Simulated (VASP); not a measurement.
# Si62B (a cell with a defect) in VASP: single point with LDA

Aim: the single point of Si62B (a cell with a defect) with LDA.

Everything below comes from runs of VASP 6.6.1. Logs are shortened: lines on timing, memory, paths and dates and some standing lists are left out, and cuts for length are marked.

## Step 1: The cell of the first run

The cell holds a defect, 63 atoms: a = 10.860 Å, b = 10.860 Å, c = 10.860 Å, α = 90.00°, β = 90.00°, γ = 90.00°.

## Step 2: Single point, LDA, collinear spin, zero start

File INCAR:

```
PREC = Accurate ; ENCUT = 520
EDIFF = 1E-6 ; ISMEAR = -1
SIGMA = 0.05 ; LREAL = Auto
LASPH = T ; NELM = 150
ALGO = Normal ; ISIF = 2
LWAVE = F ; LCHARG = F
ISPIN = 2 ; MAGMOM = 0 0 0 0 0 0 0 0 0 0 0 0 0 0 0 0 0 0 0 0 0 0 0 0 0 0 0 0 0 0 0 0 0 0 0 0 0 0 0 0 0 0 0 0 0 0 0 0 0 0 0 0 0 0 0 0 0 0 0 0 0 0 0
LORBIT = 11 ; GGA = CA
NBANDS = 166 ; NELECT = 253.0
```

File KPOINTS:

```
regular mesh
0
Gamma
  1 1 1
```

File POSCAR:

```
Si62B
1.0
   10.8600000000      0.0000000000      0.0000000000
    0.0000000000     10.8600000000      0.0000000000
    0.0000000000      0.0000000000     10.8600000000
Si B
62 1
Direct
    0.5010691529      0.0053174954      0.0074347145
    0.6309901473      0.1299775322      0.1343182320
    0.7501511971      0.2496553407     -0.0001642726
    0.8744278085      0.3767384899      0.1230769797
    0.7621313076      0.0223649171      0.2755034991
   -0.0013815838     -0.0003301105      0.0017675875
    0.1315071823      0.1255333333      0.1167337017
    0.2552300184      0.2523542357     -0.0082186924
    0.3754452118      0.3769428177      0.1235232965
    0.5012227440      0.4987698895     -0.0038206262
    0.6268313076      0.6226719153      0.1235510129
    0.7515816759      0.7522248619      0.0026003683
    0.8702478821      0.8873901473      0.1352077348
    0.2464978821      0.0026400552      0.2529116943
    0.3755767956      0.1255194291      0.3756630755
    0.5018574586      0.2544841621      0.2542355433
    0.6386313996      0.3608112339      0.3875117864
    0.7489255985      0.4959800184      0.2535161142
    0.8739808471      0.6246064457      0.3747339779
    0.4995949355     -0.0022224678      0.5006826888
    0.6473006446      0.1177326888      0.6068006446
    0.8650212707      0.3435407919      0.5992210866
    0.7493679558     -0.0049255064      0.7545883978
    0.8747113260      0.1237993554      0.8756505525
   -0.0015488029      0.5046011050      0.0006486188
    0.1227998158      0.6301830571      0.1268718232
    0.2510256906      0.7505341621      0.0012605893
    0.3733712707      0.8783793738      0.1273741252
    0.0076156538      0.2517885820      0.2357017495
    0.1249369245      0.3726339779      0.3707788214
    0.2493242173      0.5028245856      0.2486337017
    0.3737244015      0.6311074586      0.3723611418
    0.5037113260      0.7531069982      0.2466463168
    0.6290827808      0.8790527624      0.3766780847
   -0.0211535912      0.0156448435      0.5063791897
    0.1240437385      0.1253351750      0.6273774401
    0.2487023941      0.2481117864      0.4996956722
    0.3775707182      0.3728672192      0.6220841621
    0.4999360037      0.5006931860      0.4981602210
    0.6254516575      0.6223034991      0.6250594843
    0.7499800184      0.7488709945      0.5016278085
    0.8739546041      0.8719858195      0.6300401473
    0.2517534991     -0.0012848987      0.7526343462
    0.3849872007      0.1277197053      0.8677403315
    0.5139338858      0.2448867403      0.7340686924
    0.6268221915      0.3722318600      0.8689922652
    0.7536271639      0.4879195212      0.7372755064
    0.8734239411      0.6219872007      0.8692558011
   -0.0032363720      0.7566479742      0.2530104972
    0.1110125230      0.8899825967      0.3807755064
   -0.0073609576      0.4893833333      0.4958945672
    0.1229250460      0.6168913444      0.6193776243
    0.2416500000      0.7543102210      0.4980490792
    0.3725198895      0.8731160221      0.6254385820
   -0.0039852670      0.2495984346      0.7470857274
    0.1211872928      0.3777168508      0.8735546041
    0.2508408840      0.4973773481      0.7480032228
    0.3737756906      0.6241469613      0.8742137201
    0.4999166667      0.7489441068      0.7513720074
    0.6207600368      0.8758135359      0.8816335175
    0.0044103131      0.7444621547      0.7482635359
    0.1242078269      0.8737151013      0.8764063536
    0.7577781768      0.2220375691      0.5003678637
```

Potentials or basis: VASP PAW LDA potentials, release 64 (Si, B).

Started as:

```console
$ cat potpaw_LDA.64/Si/POTCAR potpaw_LDA.64/B/POTCAR > POTCAR
$ mpirun -np 1 vasp_gam > vasp.out
```

OUTCAR:

```text
PREC = Accurate
   ENCUT = 520
   EDIFF = 1E-6
   ISMEAR = -1
   LREAL = Auto
   LASPH = T
   NELM = 150
   ISIF = 2
   ISPIN = 2
   LORBIT = 11
   GGA = CA
   NELECT = 253.0

 ion  position               nearest neighbor table
   1  0.501  0.005  0.007-  28 2.35  60 2.35  44 2.38   2 2.39
   2  0.631  0.130  0.134-  16 2.34   3 2.34   1 2.39   5 2.40
   3  0.750  0.250  1.000-   2 2.34  24 2.35   4 2.35  46 2.36
   4  0.874  0.377  0.123-  29 2.33  25 2.35   3 2.35  18 2.35
   5  0.762  0.022  0.276-  34 2.39   2 2.40  13 2.42
   6  0.999  1.000  0.002-  24 2.35   7 2.35  13 2.35  62 2.36
   7  0.132  0.126  0.117-  29 2.32   6 2.35  14 2.35   8 2.35
   8  0.255  0.252  0.992-   7 2.35   9 2.36  56 2.37  44 2.37
   9  0.375  0.377  0.124-  10 2.35   8 2.36  31 2.36  16 2.38
  10  0.501  0.499  0.996-  58 2.35   9 2.35  11 2.36  46 2.38
  11  0.627  0.623  0.124-  12 2.35  33 2.36  10 2.36  18 2.38
[... 49 lines left out ...]
  61  0.004  0.744  0.748-  48 2.35  52 2.35  42 2.36  62 2.37
  62  0.124  0.874  0.876-  27 2.35  43 2.36   6 2.36  61 2.37
  63  0.758  0.222  0.500-  21 2.01  22 2.06  17 2.33

  LATTYP: Found a simple cubic cell.
 ALAT       =    10.8600000000

  Lattice vectors:

 A1 = (  10.8600000000,   0.0000000000,   0.0000000000)
 A2 = (   0.0000000000,  10.8600000000,   0.0000000000)
 A3 = (   0.0000000000,   0.0000000000,  10.8600000000)

Analysis of symmetry for initial positions (statically):
=====================================================================
 Subroutine PRICEL returns:
 Original cell was already a primitive cell.

 Routine SETGRP: Setting up the symmetry group for a
 simple cubic supercell.

 Subroutine GETGRP returns: Found  1 space group operations
 (whereof  1 operations were pure point group operations)
 out of a pool of 48 trial point group operations.

The static configuration has the point symmetry C_1 .

Analysis of symmetry for dynamics (positions and initial velocities):
=====================================================================
 Subroutine PRICEL returns:
 Original cell was already a primitive cell.

 Routine SETGRP: Setting up the symmetry group for a
 simple cubic supercell.

 Subroutine GETGRP returns: Found  1 space group operations
 (whereof  1 operations were pure point group operations)
 out of a pool of 48 trial point group operations.

The dynamic configuration has the point symmetry C_1 .

Analysis of structural, dynamic, and magnetic symmetry:
=====================================================================
 Subroutine PRICEL returns:
 Original cell was already a primitive cell.

 Routine SETGRP: Setting up the symmetry group for a
 simple cubic supercell.

 Subroutine GETGRP returns: Found  1 space group operations
 (whereof  1 operations were pure point group operations)
 out of a pool of 48 trial point group operations.

The overall configuration has the point symmetry C_1 .

 Subroutine INISYM returns: Found  1 space group operations
 (whereof  1 operations are pure point group operations),
 and found     1 'primitive' translations

----------------------------------------------------------------------------------------

                                     Primitive cell

  volume of cell :    1280.8241

  direct lattice vectors                    reciprocal lattice vectors
    10.860000000  0.000000000  0.000000000     0.092081031  0.000000000  0.000000000
     0.000000000 10.860000000  0.000000000     0.000000000  0.092081031  0.000000000
     0.000000000  0.000000000 10.860000000     0.000000000  0.000000000  0.092081031

  length of vectors
    10.860000000 10.860000000 10.860000000     0.092081031  0.092081031  0.092081031

  position of ions in fractional coordinates (direct lattice)
[... 170 lines left out ...]
   ICHARG =      2    charge: 1-file 2-atom 10-const
   ISPIN  =      2    spin polarized calculation?
   LNONCOLLINEAR =      F non collinear calculations
   LSORBIT =      F    spin-orbit coupling
   LASPH  =      T    aspherical Exc in radial PAW
   ENCUT  =  520.0 eV  38.22 Ry    6.18 a.u.  20.19 20.19 20.19*2*pi/ulx,y,z
   NELM   =    150;   NELMIN=  2; NELMDL= -5     # of ELM steps
   EDIFF  = 0.1E-05   stopping-criterion for ELM
   LREAL  =      T    real-space projection
   EDIFFG = 0.1E-04   stopping-criterion for IOM
   NSW    =      0    number of steps for IOM
   IBRION =     -1    ionic relax: 0-MD 1-quasi-New 2-CG
   NFREE  =      0    steps in history (QN), initial steepest desc. (CG)
   ISIF   =      2    stress and relaxation
   ISYM   =      2    0-nonsym 1-usesym 2-fastsym
   POTIM  = 0.5000    time-step for ionic-motion
   TEBEG  =    0.0;   TEEND  =   0.0 temperature during run
   PSTRESS=    0.0 pullay stress
   NELECT =     253.0000    total number of electrons
   NUPDOWN=      -1.0000    fix difference up-down
   EMIN   =  10.00;   EMAX   =-10.00  energy-range for DOS
   EFERMI =   0.00;   METHOD = LEGACY
   ISMEAR =    -1;   SIGMA  =   0.05  broadening in eV -4-tet -1-fermi 0-gaus
   EFERMI_NEDOS =   21; number of points for ismear=-14 and -15
   IALGO  =     38    algorithm
   IMIX   =      4    mixing-type and parameters
     AMIX     =   0.40;   BMIX     =  1.00
     AMIX_MAG =   1.60;   BMIX_MAG =  1.00
  volume/ion in A,a.u.               =      20.33       137.20
  Fermi-wavevector in a.u.,A,eV,Ry     =   0.953422  1.801706 12.367880  0.909014
  Thomas-Fermi vector in A             =   2.082076
   LORBIT       =     11    0 simple, 1 ext, 2 COOP (PROOUT), +10 PAW based schemes
   GGA     = CA    functional components
   LHFCALC =     F    Hartree Fock is set to
   AEXX    =    0.0000 exact exchange contribution
   IVDW    =     0    specifies the selected vdW correction
   LEPSILON=     F    determine dielectric tensor
   LRPA    =     F    only Hartree local field effects (RPA)
 spin polarized calculation
  energy-cutoff  :      520.00
  volume of cell :     1280.82
 maximum number of plane-waves:     17229
 NGX is ok and might be reduce to    84
   NGX = 41   NGY = 41   NGZ = 41

 number of electron     252.9999999 magnetization      -0.0000015

 number of electron     252.9999999 magnetization       0.0000023

 Free energy of the ion-electron system (eV)
  ---------------------------------------------------
  ext. energy  EPLUGINS =         0.00000000
  ---------------------------------------------------
  free energy    TOTEN  =      -353.23185323 eV

  energy without entropy =     -352.98239066  energy(sigma->0) =     -353.10712195

 E-fermi :   6.0632     XC(G=0):  -9.5542

 val. band max:        6.0063940678   @ k =   0.0000   0.0000   0.0000
 cond. band min:       6.0929921053   @ k =   0.0000   0.0000   0.0000
 fundamental gap:      0.0865980375
 Fermi energy:         6.0632211657

 spin component 1

 k-point     1 :       0.0000    0.0000    0.0000
  band No.  band energies     occupation
      1      -6.3274      1.00000
      2      -5.3015      1.00000
      3      -5.2701      1.00000
      4      -5.2655      1.00000
      5      -5.2570      1.00000
      6      -5.2431      1.00000
[... 130 lines left out ...]
    137       6.6701      0.00001
    138       6.6869      0.00000
 Fermi energy:         6.0632211657

 spin component 2

 k-point     1 :       0.0000    0.0000    0.0000
  band No.  band energies     occupation
      1      -6.3274      1.00000
      2      -5.3015      1.00000
      3      -5.2701      1.00000
      4      -5.2655      1.00000
      5      -5.2570      1.00000
      6      -5.2431      1.00000
[... 130 lines left out ...]
    137       6.6701      0.00001
    138       6.6869      0.00000
 [bands above 138 left out]

------------------------ aborting loop because EDIFF is reached ----------------------------------------

  FORCE on cell =-STRESS in cart. coord.  units (eV):
  Direction    XX          YY          ZZ          XY          YZ          ZX
  --------------------------------------------------------------------------------------
  -------------------------------------------------------------------------------------
  Total       -2.9206411     -6.1697715     -1.5887771      2.5764479     -3.3276827     -4.7973432
  in kB       -3.6534175     -7.7177407     -1.9873945      3.2228677     -4.1625841     -6.0009761
  external PRESSURE =      -4.4528509 kB  Pullay stress =       0.0000000 kB

 VOLUME and BASIS-vectors are now :
 -----------------------------------------------------------------------------
  energy-cutoff  :      520.00
  volume of cell :     1280.82
      direct lattice vectors                 reciprocal lattice vectors
    10.860000000  0.000000000  0.000000000     0.092081031  0.000000000  0.000000000
     0.000000000 10.860000000  0.000000000     0.000000000  0.092081031  0.000000000
     0.000000000  0.000000000 10.860000000     0.000000000  0.000000000  0.092081031

 POSITION                                       TOTAL-FORCE (eV/Angst)
 -----------------------------------------------------------------------------------
      5.44161      0.05775      0.08074        -0.006322     -0.034693     -0.037369
      6.85255      1.41156      1.45870        -0.029549     -0.028365     -0.067873
      8.14664      2.71126     10.85822         0.008188     -0.026454     -0.012788
      9.49629      4.09138      1.33662        -0.022136      0.002259     -0.024027
      8.27675      0.24288      2.99197        -0.009301     -0.271587     -0.299669
     10.84500     10.85641      0.01920         0.000235     -0.019839     -0.024852
[... 55 lines left out ...]
      1.34890      9.48855      9.51777         0.007496      0.005679     -0.012986
      8.22947      2.41133      5.43399        -0.992424      1.573198      0.162307
 -----------------------------------------------------------------------------------
    total drift:                                0.018439     -0.005974     -0.001759

  FREE ENERGIE OF THE ION-ELECTRON SYSTEM (eV)
  ---------------------------------------------------
  free  energy   TOTEN  =      -353.2318532267 eV

  energy  without entropy=     -352.9823906638  energy(sigma->0) =     -353.10712195

 total charge

# of ion       s       p       d       tot
------------------------------------------
    1        0.754   0.945   0.000   1.698
    2        0.751   0.945   0.000   1.696
    3        0.747   0.968   0.000   1.715
    4        0.748   0.966   0.000   1.714
    5        0.812   0.814   0.000   1.626
    6        0.749   0.965   0.000   1.714
[... 55 lines left out ...]
   62        0.749   0.960   0.000   1.710
   63        0.671   0.973   0.000   1.645
--------------------------------------------------
tot         47.388  59.645   0.000 107.034

 magnetization (x)

# of ion       s       p       d       tot
------------------------------------------
    1        0.000   0.000   0.000   0.000
    2       -0.000  -0.000   0.000  -0.000
    3        0.000   0.000   0.000   0.000
    4        0.000   0.000   0.000   0.000
    5        0.000   0.000   0.000   0.000
    6        0.000  -0.000   0.000  -0.000
[... 55 lines left out ...]
   62        0.000  -0.000   0.000  -0.000
   63        0.000   0.000   0.000   0.000
--------------------------------------------------
tot          0.000   0.000   0.000   0.000
```

Run time: 15 min. Hardware: 1 thread of Intel Xeon Platinum 8259CL at 2.50GHz (Skylake/Cascade Lake), shared host; peak memory 0.93 GiB.

What came out:

```yaml
Free_energy: -353.2319 eV
Largest_force: 1.867 eV/Å
Net_moment: 0.00 μB per cell
Valence_electrons_inside_the_program's_atomic_spheres: Si 1.70, 1.72, 1.71, 1.63, 1.68, 1.64, 1.66, 1.69 (each value once); B 1.65
```

Forces on the atoms (eV/Å):
```
Si  -0.006 -0.035 -0.037
Si  -0.030 -0.028 -0.068
Si   0.008 -0.026 -0.013
Si  -0.022  0.002 -0.024
Si  -0.009 -0.272 -0.300
Si   0.000 -0.020 -0.025
Si  -0.013 -0.049  0.013
Si  -0.011 -0.024  0.046
Si   0.010 -0.007  0.015
Si  -0.006  0.000  0.017
Si   0.004 -0.048  0.052
Si   0.009 -0.086 -0.030
Si   0.012 -0.121 -0.125
Si   0.021 -0.024 -0.006
Si  -0.001 -0.005 -0.020
Si   0.023 -0.046 -0.004
Si   0.359 -0.515  0.201
Si   0.002 -0.107  0.079
Si  -0.008 -0.018 -0.008
Si   0.002  0.026 -0.010
Si  -0.186  0.147  0.098
Si   0.061  0.182  0.198
Si   0.008  0.072 -0.047
Si   0.006  0.001  0.004
Si   0.019 -0.013 -0.002
Si   0.010 -0.015 -0.013
Si   0.000 -0.016 -0.014
Si  -0.001 -0.014 -0.027
Si   0.061  0.061 -0.011
Si   0.034  0.022  0.033
Si   0.001 -0.005  0.005
Si   0.110 -0.105 -0.014
Si  -0.009 -0.006  0.003
Si  -0.001 -0.023 -0.007
Si   0.225 -0.160 -0.189
Si  -0.017  0.011 -0.048
Si   0.009 -0.015 -0.005
Si  -0.025  0.000  0.005
Si   0.153 -0.180  0.004
Si   0.003 -0.008 -0.001
Si   0.002 -0.027 -0.015
Si  -0.024  0.060 -0.092
Si  -0.011 -0.014 -0.008
Si  -0.051 -0.014  0.039
Si  -0.116  0.025  0.115
Si  -0.003  0.011  0.038
Si  -0.010  0.071  0.092
Si   0.009  0.009  0.003
Si  -0.005 -0.043 -0.022
Si   0.143 -0.148 -0.032
Si   0.020  0.028  0.016
Si   0.008  0.006  0.013
Si   0.098 -0.110  0.020
Si   0.013  0.008 -0.023
Si   0.022  0.009  0.032
Si   0.039 -0.024  0.025
Si   0.006  0.002  0.017
Si   0.010  0.002 -0.005
Si  -0.003  0.003 -0.021
Si   0.043 -0.011 -0.044
Si  -0.006  0.045 -0.022
Si   0.007  0.006 -0.013
B   -0.992  1.573  0.162
```

Levels at points of the mesh, in eV from the Fermi level:
Spin up:
```csv
k point,band 124,band 125,band 126,band 127,band 128,band 129
"(0.00, 0.00, 0.00)",-0.76,-0.75,-0.06,0.03,0.08,0.12
```
Spin down:
```csv
k point,band 122,band 123,band 124,band 125,band 126,band 127,band 128,band 129,band 130,band 131
"(0.00, 0.00, 0.00)",-1.53,-0.78,-0.76,-0.75,-0.06,0.03,0.08,0.12,0.14,0.16
```

Caveat: the k points lie up to 0.58 Å⁻¹ apart; the cell carries a net charge on a neutralising background, which shifts energy and pressure; the cell is charged against a uniform background, so pressure and absolute levels hang on convention; no moment was typed at the start, so none could form.
